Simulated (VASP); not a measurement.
Input of a VASP 6.6.1 run:

The input INCAR:

```
SYSTEM = MgB2
PREC     = Accurate       ! precision mode
ENCUT    = 520            ! plane-wave cutoff, eV
EDIFF    = 1E-6           ! SCF threshold, eV
ISMEAR   = -1             ! smearing method
SIGMA    = 0.02           ! smearing width, eV
LREAL    = .False.        ! projectors in reciprocal space
LASPH    = .True.         ! aspherical terms in the spheres
NELM     = 80             ! most SCF steps
ALGO     = Normal         ! electronic algorithm
ISIF     = 2              ! what is computed and relaxed
LWAVE    = .False.        ! write WAVECAR
LCHARG   = .True.         ! write CHGCAR
GGA      = PE             ! functional
LELF     = .True.         ! ELF
LVHAR    = .True.       
NBANDS   = 11             ! bands
```

The input KPOINTS:

```
Automatic mesh
0
Gamma
  12 12 8
  0 0 0
```

The input POSCAR:

```
MgB2
1.0
    3.0714077020      0.0000000000      0.0000000000
   -1.5357038510      2.6599170954      0.0000000000
    0.0000000000      0.0000000000      3.5014572137
Mg B
1 2
Direct
    0.0000000000      0.0000000000      0.0000000000
    0.3333333333      0.6666666667      0.5000000000
    0.6666666667      0.3333333333      0.5000000000
```

Potentials or basis: VASP PAW PBE potentials, release 64 (Mg, B).

Run with:

```sh
$ cat potpaw_PBE.64/Mg/POTCAR potpaw_PBE.64/B/POTCAR > POTCAR
$ mpirun -np 1 vasp_std > vasp.out
```

Task: Predict the band gap on the k mesh.

Result: Zero (band 4 reaches 7.18 eV, above the bottom of band 5 at 3.33 eV).

Task: Estimate the pressure.

Result: 1.0 GPa.

Stress tensor (GPa, compression positive):
```
1.24 0.00 0.00
0.00 1.24 0.00
0.00 0.00 0.38
```
